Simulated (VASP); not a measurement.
# Ir (Pm-3m) in VASP: a series of runs

Runs on Ir. Level: BLYP. Tasks: single point, relaxation of cell and atoms.

Program: VASP 6.6.1. These are calculated values, not measurements. Logs are shortened: lines on timing, memory, paths and dates and some standing lists are left out, and cuts for length are marked.

### Step 1. The cell of the first run

The structure is cubic, space group Pm-3m (No. 221). The conventional cell has a = 2.508 Å, b = 2.508 Å, c = 2.508 Å, α = 90.00°, β = 90.00°, γ = 90.00°. Within 3.3 Å of Ir (site symmetry m-3m) lie 6 Ir at 2.51 Å.

### Step 2. Single point, BLYP (volume scaled by 0.88)

Contents of INCAR:

```
PREC     = Accurate       # precision mode
ENCUT    = 520            # plane-wave cutoff, eV
EDIFF    = 1E-6           # SCF threshold, eV
ISMEAR   = -1             # smearing method
SIGMA    = 0.1            # smearing width, eV
LREAL    = F              # projectors in reciprocal space
LASPH    = T              # aspherical terms in the spheres
NELM     = 60             # most SCF steps
ALGO     = Normal         # electronic algorithm
ISIF     = 2              # what is computed and relaxed
LWAVE    = F              # write WAVECAR
LCHARG   = F              # write CHGCAR
GGA      = B5             # functional
ALDAX    = 1.0          
AGGAX    = 1.0          
AGGAC    = 1.0          
ALDAC    = 0.0          
NBANDS   = 10             # bands
```

Contents of KPOINTS:

```
Automatic mesh
0
Gamma
  13 13 13
```

Contents of POSCAR:

```
Ir
1.0
    2.5080938455      0.0000000000      0.0000000000
    0.0000000000      2.5080938455      0.0000000000
    0.0000000000      0.0000000000      2.5080938455
Ir
1
Direct
    0.0000000000      0.0000000000      0.0000000000
```

Potentials or basis: VASP PAW PBE potentials, release 64 (Ir).

Started as:

```bash
$ cat potpaw_PBE.64/Ir/POTCAR > POTCAR
$ mpirun -np 1 vasp_std > vasp.out
```

OUTCAR:

```text
PREC = Accurate
   ENCUT = 520
   EDIFF = 1E-6
   ISMEAR = -1
   LREAL = F
   LASPH = T
   NELM = 60
   ISIF = 2
   GGA = B5

 ion  position               nearest neighbor table
   1  0.000  0.000  0.000-

  LATTYP: Found a simple cubic cell.
 ALAT       =     2.5080938455

  Lattice vectors:

 A1 = (   2.5080938455,   0.0000000000,   0.0000000000)
 A2 = (   0.0000000000,   2.5080938455,   0.0000000000)
 A3 = (   0.0000000000,   0.0000000000,   2.5080938455)

Analysis of symmetry for initial positions (statically):
=====================================================================
 Subroutine PRICEL returns:
 Original cell was already a primitive cell.

 Routine SETGRP: Setting up the symmetry group for a
 simple cubic supercell.

 Subroutine GETGRP returns: Found 48 space group operations
 (whereof 48 operations were pure point group operations)
 out of a pool of 48 trial point group operations.

The static configuration has the point symmetry O_h .

Analysis of symmetry for dynamics (positions and initial velocities):
=====================================================================
 Subroutine PRICEL returns:
 Original cell was already a primitive cell.

 Routine SETGRP: Setting up the symmetry group for a
 simple cubic supercell.

 Subroutine GETGRP returns: Found 48 space group operations
 (whereof 48 operations were pure point group operations)
 out of a pool of 48 trial point group operations.

The dynamic configuration has the point symmetry O_h .

 Subroutine INISYM returns: Found 48 space group operations
 (whereof 48 operations are pure point group operations),
 and found     1 'primitive' translations

----------------------------------------------------------------------------------------

                                     Primitive cell

  volume of cell :      15.7773

  direct lattice vectors                    reciprocal lattice vectors
     2.508093845  0.000000000  0.000000000     0.398709164  0.000000000  0.000000000
     0.000000000  2.508093845  0.000000000     0.000000000  0.398709164  0.000000000
     0.000000000  0.000000000  2.508093845     0.000000000  0.000000000  0.398709164

  length of vectors
     2.508093845  2.508093845  2.508093845     0.398709164  0.398709164  0.398709164

  position of ions in fractional coordinates (direct lattice)
     0.000000000  0.000000000  0.000000000

  ion indices of the primitive-cell ions
   primitive index   ion index
                 1           1

----------------------------------------------------------------------------------------

 KPOINTS: Automatic mesh

Automatic generation of k-mesh.
 Grid dimensions read from file:
 generate k-points for:   13   13   13

 Generating k-lattice:

  Cartesian coordinates                     Fractional coordinates (reciprocal lattice)
     0.030669936  0.000000000  0.000000000     0.076923077  0.000000000  0.000000000
     0.000000000  0.030669936  0.000000000     0.000000000  0.076923077  0.000000000
     0.000000000  0.000000000  0.030669936     0.000000000  0.000000000  0.076923077

  Length of vectors
     0.030669936  0.030669936  0.030669936

  Shift w.r.t. Gamma in fractional coordinates (k-lattice)
     0.000000000  0.000000000  0.000000000

 Subroutine IBZKPT returns following result:
 ===========================================

 Found     84 irreducible k-points:

 Following reciprocal coordinates:
            Coordinates               Weight
  0.000000  0.000000  0.000000      1.000000
  0.076923  0.000000  0.000000      6.000000
  0.153846  0.000000  0.000000      6.000000
  0.230769  0.000000  0.000000      6.000000
  0.307692  0.000000  0.000000      6.000000
  0.384615  0.000000  0.000000      6.000000
[... 16 lines left out ...]
  0.307692  0.307692  0.000000     12.000000
  0.384615  0.307692  0.000000     24.000000
 [... further k-points ...]
   k-points           NKPTS =     84   k-points in BZ     NKDIM =     84   number of bands    NBANDS=     10
   number of dos      NEDOS =    301   number of ions     NIONS =      1
   total plane-waves  NPLWV =   8000
   dimension x,y,z NGX =    20 NGY =   20 NGZ =   20
   dimension x,y,z NGXF=    40 NGYF=   40 NGZF=   40
   ions per type =               1
   NGX,Y,Z   is equivalent  to a cutoff of  13.26, 13.26, 13.26 a.u.
   NGXF,Y,Z  is equivalent  to a cutoff of  26.51, 26.51, 26.51 a.u.
 SYSTEM =  unknown system
   PREC   = accura    normal or accurate (medium, high low for compatibility)
   ISTART =      0    job   : 0-new  1-cont  2-samecut
   ICHARG =      2    charge: 1-file 2-atom 10-const
   ISPIN  =      1    spin polarized calculation?
   LNONCOLLINEAR =      F non collinear calculations
   LSORBIT =      F    spin-orbit coupling
   LASPH  =      T    aspherical Exc in radial PAW
   ENCUT  =  520.0 eV  38.22 Ry    6.18 a.u.   4.66  4.66  4.66*2*pi/ulx,y,z
   NELM   =     60;   NELMIN=  2; NELMDL= -5     # of ELM steps
   EDIFF  = 0.1E-05   stopping-criterion for ELM
[... 25 lines left out ...]
   LHFCALC =     F    Hartree Fock is set to
   AEXX    =    0.0000 exact exchange contribution
   IVDW    =     0    specifies the selected vdW correction
   LEPSILON=     F    determine dielectric tensor
   LRPA    =     F    only Hartree local field effects (RPA)
 non-spin polarized calculation
  energy-cutoff  :      520.00
  volume of cell :       15.78
 maximum number of plane-waves:       449
 NGX is ok and might be reduce to    20
   NGX =  9   NGY =  9   NGZ =  9

 number of electron       9.0000001 magnetization

 Free energy of the ion-electron system (eV)
  ---------------------------------------------------
  ext. energy  EPLUGINS =         0.00000000
  ---------------------------------------------------
  free energy    TOTEN  =        -6.55105396 eV

  energy without entropy =       -6.50133012  energy(sigma->0) =       -6.52619204

 E-fermi :   9.1019     XC(G=0): -12.4520

 val. band max:        9.1016818990   @ k =   0.2308   0.1538   0.0000
 cond. band min:       9.1346640953   @ k =   0.3077   0.2308   0.0769
 fundamental gap:      0.0329821963
 Fermi energy:         9.1019440384

 k-point     1 :       0.0000    0.0000    0.0000
  band No.  band energies     occupation
      1      -0.4652      2.00000
      2       2.5452      2.00000
      3       2.5452      2.00000
      4      10.5822      0.00000
      5      10.5822      0.00000
      6      10.5822      0.00000
      7      25.3188      0.00000
      8      25.3188      0.00000
      9      25.3188      0.00000
     10      32.0417      0.00000

 k-point     2 :       0.0769    0.0000    0.0000
  band No.  band energies     occupation
      1      -0.2697      2.00000
      2       2.5869      2.00000
      3       2.7468      2.00000
      4      10.3517      0.00001
      5      10.3517      0.00001
      6      10.5998      0.00000
      7      24.1696      0.00000
      8      25.6936      0.00000
      9      25.6936      0.00000
     10      32.7799      0.00000

 k-point     3 :       0.1538    0.0000    0.0000
  band No.  band energies     occupation
      1       0.2489      2.00000
      2       2.7046      2.00000
      3       3.3736      2.00000
      4       9.7603      0.00276
      5       9.7603      0.00276
      6      10.6491      0.00000
      7      21.9678      0.00000
      8      26.7003      0.00000
      9      26.7003      0.00000
     10      31.1093      0.00000

 k-point     4 :       0.2308    0.0000    0.0000
  band No.  band energies     occupation
      1       0.9261      2.00000
      2       2.8758      2.00000
      3       4.4442      2.00000
      4       9.0188      1.39328
      5       9.0188      1.39328
      6      10.7192      0.00000
      7      19.7520      0.00000
      8      28.0816      0.00000
      9      28.0816      0.00000
     10      29.1280      0.00000
[... 222 lines left out ...]
 k-point    22 :       0.4615    0.2308    0.0000
  band No.  band energies     occupation
      1       3.3321      2.00000
      2       4.0455      2.00000
      3       5.8933      2.00000
      4       7.7588      2.00000
      5       9.4960      0.03812
      6      11.3476      0.00000
      7      15.9720      0.00000
      8      25.8632      0.00000
      9      27.1023      0.00000
     10      29.6441      0.00000

 k-point    23 :       0.3077    0.3077    0.0000
  band No.  band energies     occupation
      1       3.0014      2.00000
      2       3.9593      2.00000
      3       7.2625      2.00000
      4       8.4122      1.99798
      5       8.5633      1.99088
      6       8.7927      1.91320
      7      19.4179      0.00000
      8      22.2232      0.00000
      9      28.4148      0.00000
     10      33.8199      0.00000

 k-point    24 :       0.3846    0.3077    0.0000
  band No.  band energies     occupation
      1       3.1706      2.00000
      2       3.6534      2.00000
      3       7.7854      2.00000
      4       8.1610      1.99984
      5       8.7957      1.91065
      6      10.1872      0.00004
      7      17.7928      0.00000
      8      22.9211      0.00000
      9      27.4386      0.00000
     10      31.8123      0.00000

 [... further k-points ...]

------------------------ aborting loop because EDIFF is reached ----------------------------------------

  FORCE on cell =-STRESS in cart. coord.  units (eV):
  Direction    XX          YY          ZZ          XY          YZ          ZX
  --------------------------------------------------------------------------------------
  -------------------------------------------------------------------------------------
  Total        3.8442401      3.8442401      3.8442401      0.0000000      0.0000000      0.0000000
  in kB      390.3819610    390.3819610    390.3819610      0.0000000      0.0000000      0.0000000
  external PRESSURE =     390.3819610 kB  Pullay stress =       0.0000000 kB

 VOLUME and BASIS-vectors are now :
 -----------------------------------------------------------------------------
  energy-cutoff  :      520.00
  volume of cell :       15.78
      direct lattice vectors                 reciprocal lattice vectors
     2.508093845  0.000000000  0.000000000     0.398709164  0.000000000  0.000000000
     0.000000000  2.508093845  0.000000000     0.000000000  0.398709164  0.000000000
     0.000000000  0.000000000  2.508093845     0.000000000  0.000000000  0.398709164

 POSITION                                       TOTAL-FORCE (eV/Angst)
 -----------------------------------------------------------------------------------
      0.00000      0.00000      0.00000         0.000000      0.000000      0.000000
 -----------------------------------------------------------------------------------
    total drift:                                0.000000      0.000000      0.000000

  FREE ENERGIE OF THE ION-ELECTRON SYSTEM (eV)
  ---------------------------------------------------
  free  energy   TOTEN  =        -6.5510539611 eV

  energy  without entropy=       -6.5013301203  energy(sigma->0) =       -6.52619204
```

Wall time 16 s (1 thread of Intel Xeon 8259CL, shared host); peak memory 0.13 GiB.

What came out:

| Quantity | Value |
| --- | --- |
| Free energy | -6.5511 eV |
| Pressure | 39.0 GPa |

Levels at points of the mesh, in eV from the Fermi level:
```csv
k point,band 2,band 3,band 4,band 5,band 6,band 7,band 8,band 9
"(0.00, 0.00, 0.00)",-6.56,-6.56,1.48,1.48,1.48,16.22,16.22,16.22
```

Caveat: the cell differs from its parent crystal (volume scaled by 0.88); the PAW data sets were made with another functional, which shifts forces and pressure a little; spin-orbit coupling is left out, which moves the levels of the heavy elements.

### Step 3. Single point, BLYP (volume scaled by 0.92)

Contents of INCAR:

```
SYSTEM = Ir
  PREC = Accurate
  ENCUT = 520
  EDIFF = 1E-6
  ISMEAR = -1
  SIGMA = 0.1
  LREAL = .False.
  LASPH = .True.
  NELM = 100
  ALGO = Normal
  ISIF = 2
  LWAVE = .False.
  LCHARG = .True.
  GGA = B5
  ALDAX = 1.0
  AGGAX = 1.0
  AGGAC = 1.0
  ALDAC = 0.0
  LELF = .True.
  LVHAR = .True.
  NBANDS = 10
```

Contents of KPOINTS:

```
regular mesh
0
Gamma
  13 13 13
  0 0 0
```

Contents of POSCAR:

```
Ir
1.0
    2.5455336017      0.0000000000      0.0000000000
    0.0000000000      2.5455336017      0.0000000000
    0.0000000000      0.0000000000      2.5455336017
Ir
1
Direct
    0.0000000000      0.0000000000      0.0000000000
```

Potentials or basis: VASP PAW PBE potentials, release 64 (Ir).

Started as:

```bash
$ cat potpaw_PBE.64/Ir/POTCAR > POTCAR
$ mpirun -np 1 vasp_std > vasp.out
```

Wall time 20 s (1 thread of Intel Xeon 8259CL, shared host); peak memory 0.13 GiB.

The run converged. Its results:

| Quantity | Value |
| --- | --- |
| Free energy | -6.6898 eV |
| Pressure | 23.5 GPa |

Levels at points of the mesh, in eV from the Fermi level:
| k point | band 1 | band 2 | band 3 | band 4 | band 5 | band 6 | band 7 | band 8 | band 9 |
| --- | --- | --- | --- | --- | --- | --- | --- | --- | --- |
| (0.00, 0.00, 0.00) | -9.17 | -6.16 | -6.16 | 1.37 | 1.37 | 1.37 | 15.91 | 15.91 | 15.91 |

Caveat: the cell differs from its parent crystal (volume scaled by 0.92); the PAW data sets were made with another functional, which shifts forces and pressure a little; spin-orbit coupling is left out, which moves the levels of the heavy elements.

### Step 4. Single point, BLYP (volume scaled by 0.96)

Contents of INCAR:

```
SYSTEM = Ir
  PREC = Accurate
  ENCUT = 520
  EDIFF = 1E-6
  ISMEAR = -1
  SIGMA = 0.1
  LREAL = .False.
  LASPH = .True.
  NELM = 80
  ALGO = Normal
  ISIF = 2
  LWAVE = .False.
  LCHARG = .False.
  GGA = B5
  ALDAX = 1.0
  AGGAX = 1.0
  AGGAC = 1.0
  ALDAC = 0.0
  NBANDS = 10
```

KPOINTS is that of step 3.

Contents of POSCAR:

```
Ir
1.0
    2.5819032812      0.0000000000      0.0000000000
    0.0000000000      2.5819032812      0.0000000000
    0.0000000000      0.0000000000      2.5819032812
Ir
1
Direct
    0.0000000000      0.0000000000      0.0000000000
```

Started as:

```bash
$ cat potpaw_PBE.64/Ir/POTCAR > POTCAR
$ mpirun -np 1 vasp_std > vasp.out
```

Run time: 20 s. Hardware: 1 thread of Intel Xeon 8259CL, shared host; peak memory 0.13 GiB.

The run converged. Its results:

| Item | Value |
| --- | --- |
| Free energy | -6.7666 eV |
| Pressure | 11.2 GPa |

Levels at points of the mesh, in eV from the Fermi level:
| k point | band 1 | band 2 | band 3 | band 4 | band 5 | band 6 | band 7 | band 8 |
| --- | --- | --- | --- | --- | --- | --- | --- | --- |
| (0.00, 0.00, 0.00) | -8.80 | -5.80 | -5.80 | 1.26 | 1.26 | 1.26 | 15.62 | 15.62 |

Caveat: the cell differs from its parent crystal (volume scaled by 0.96); the PAW data sets were made with another functional, which shifts forces and pressure a little; spin-orbit coupling is left out, which moves the levels of the heavy elements.

### Step 5. Single point, BLYP

This run uses another cell than the first one, of 17.93 Å³/atom, 1.136 times its volume.

Contents of INCAR:

```
SYSTEM = Ir
PREC     = Accurate       ! precision mode
ENCUT    = 520            ! plane-wave cutoff, eV
EDIFF    = 1E-6           ! SCF threshold, eV
ISMEAR   = -1             ! smearing method
SIGMA    = 0.1            ! smearing width, eV
LREAL    = .False.        ! projectors in reciprocal space
LASPH    = .True.         ! aspherical terms in the spheres
NELM     = 60             ! most SCF steps
ALGO     = Normal         ! electronic algorithm
ISIF     = 2              ! what is computed and relaxed
LWAVE    = .False.        ! write WAVECAR
LCHARG   = .True.         ! write CHGCAR
GGA      = B5             ! functional
ALDAX    = 1.0          
AGGAX    = 1.0          
AGGAC    = 1.0          
ALDAC    = 0.0          
LELF     = .True.         ! ELF
LVHAR    = .True.       
NBANDS   = 10             ! bands
```

KPOINTS is that of step 4.

Contents of POSCAR:

```
Ir
1.0
    2.6172762149      0.0000000000      0.0000000000
    0.0000000000      2.6172762149      0.0000000000
    0.0000000000      0.0000000000      2.6172762149
Ir
1
Direct
    0.0000000000      0.0000000000      0.0000000000
```

Started as:

```bash
$ cat potpaw_PBE.64/Ir/POTCAR > POTCAR
$ mpirun -np 1 vasp_std > vasp.out
```

It took 20 s on 1 thread of Intel Xeon 8259CL, shared host; peak memory 0.14 GiB.

Results (log left out):

* Free energy: -6.7945 eV
* Pressure: 1.5 GPa

Levels at points of the mesh, in eV from the Fermi level:
```csv
k point,band 1,band 2,band 3,band 4,band 5,band 6,band 7,band 8
"(0.00, 0.00, 0.00)",-8.45,-5.47,-5.47,1.17,1.17,1.17,15.34,15.34
```

Caveat: the PAW data sets were made with another functional, which shifts forces and pressure a little; spin-orbit coupling is left out, which moves the levels of the heavy elements.

### Step 6. Relaxation of cell and atoms, BLYP

This run uses another cell than the first one, of 15.28 Å³/atom, 0.969 times its volume.

Contents of INCAR:

```
PREC = Accurate ; ENCUT = 600
EDIFF = 1E-7 ; ISMEAR = -1
SIGMA = 0.1 ; LREAL = False
LASPH = True ; NELM = 60
ALGO = Normal ; ISIF = 3
LWAVE = False ; LCHARG = False
GGA = B5 ; ALDAX = 1.0
AGGAX = 1.0 ; AGGAC = 1.0
ALDAC = 0.0 ; IBRION = 2
NSW = 80 ; EDIFFG = -0.01
```

Contents of KPOINTS:

```
Automatic mesh
0
Gamma
  13 13 13
```

Contents of POSCAR:

```
Ir
1.0
    2.4815209647      0.0000000000      0.0000000000
    0.0000000000      2.4815209647      0.0000000000
    0.0000000000      0.0000000000      2.4815209647
Ir
1
Direct
    0.0000000000      0.0000000000      0.0000000000
```

Potentials or basis: VASP PAW PBE potentials, release 64 (Ir).

Started as:

```bash
$ cat potpaw_PBE.64/Ir/POTCAR > POTCAR
$ mpirun -np 1 vasp_std > vasp.out
```

It took 92 s on 1 thread of Intel Xeon 8259CL, shared host; peak memory 0.14 GiB.

The run converged. Its results:

```
Free energy                            : -6.7949 eV
Relaxed volume                         : 18.06 Å³/atom
Relaxed cell                           : a = 2.624 Å, b = 2.624 Å, c = 2.624 Å, α = 90.00°, β = 90.00°, γ = 90.00°
Space group after relaxing (to 0.05 Å) : Pm-3m (No. 221)
Energy gained by relaxing              : 384.9 meV/atom
Ionic steps                            : 5
Pressure after relaxing                : 0.0 GPa
```

The path:
```
step  energy change (eV)  largest force (eV/Å)  pressure (GPa)  volume (Å³)
   1              0.0000                0.0000           52.29        15.28
   2              1.2089                0.0000          -27.03        29.18
   3             -0.3710                0.0000           -6.62        18.71
   4             -0.3840                0.0000           -1.77        18.22
   5             -0.3849                0.0000            0.03        18.06
```

Final structure:
```
Ir
1.0
     2.62371    0.00000    0.00000
     0.00000    2.62371    0.00000
     0.00000    0.00000    2.62371
Ir
1
Cartesian
  0.0000 0.0000 0.0000
```

Levels at points of the mesh, in eV from the Fermi level:
```tsv
k point	band 1	band 2	band 3	band 4	band 5	band 6	band 7	band 8
(0.00, 0.00, 0.00)	-8.39	-5.41	-5.41	1.16	1.16	1.16	15.30	15.30
```

Caveat: the volume moved by over 15 % at a fixed basis, so the end points are rough; the PAW data sets were made with another functional, which shifts forces and pressure a little; spin-orbit coupling is left out, which moves the levels of the heavy elements.

### Step 7. Summary

| task | cell | cutoff (eV) | gap on the mesh (eV) | pressure (GPa) |
| --- | --- | --- | --- | --- |
| single point | a = 2.508 Å, 1 atom | 520 | none | 39.0 |
| single point | a = 2.546 Å, 1 atom | 520 | none | 23.5 |
| single point | a = 2.582 Å, 1 atom | 520 | none | 11.2 |
| single point | a = 2.617 Å, 1 atom | 520 | none | 1.5 |
| relaxation of cell and atoms | relaxed from a = 2.482 Å, 1 atom | 600 | none | 0.0 |

Alike in all rows: level BLYP; potentials or basis VASP PAW PBE potentials, release 64 (Ir); no spin polarisation; k mesh 13 × 13 × 13; smearing fermi-dirac 0.1 eV.

Caveats: the PAW data sets were made with another functional, which shifts forces and pressure a little; spin-orbit coupling is left out, which moves the levels of the heavy elements; the volume moved by over 15 % at a fixed basis, so the end points are rough (some runs).

Absolute energies hang on the potentials; compare differences alone.
